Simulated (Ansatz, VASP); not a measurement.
# Two plane-wave programs on Ru

```xyz
2
Lattice="0.0000 2.7067 2.7067 2.7067 0.0000 2.7067 2.7067 2.7067 0.0000" Properties=species:S:1:pos:R:3 pbc="T T T"
Ru    0.0000    0.0000    0.0000
Ru    1.3533    1.3533    1.3533
```

Alike in both runs: functional r2SCAN; k mesh 18 × 18 × 18; occupations gaussian, width 0.1 eV; no spin polarisation.

Ansatz relaxed the structure, and its values are those at the end. VASP's run is a single point on that final structure, the one shown.

|  | VASP | Ansatz |
| --- | --- | --- |
| version | VASP 6.6.1 | Ansatz 0.2.0 |
| potentials or method | VASP PAW PBE potentials, release 64 (Ru_pv), cutoff 550 eV | scalar-relativistic, plane waves, PAW |
| valence electrons in the cell | 28 | 32 |

|  | VASP | Ansatz | Ansatz less VASP |
| --- | --- | --- | --- |
| gap on the k mesh at the Fermi level (eV) | none | none | - |
| pressure (GPa) | 0.8 | 0.0 | -0.80 |

VASP's potentials were made for PBE, not for r2SCAN. A gap of «none» marks a metal or a gap that the smearing closes. VASP's potentials hold 28 valence electrons a cell and Ansatz's 32, so a difference there can come from the potentials and not from the codes.
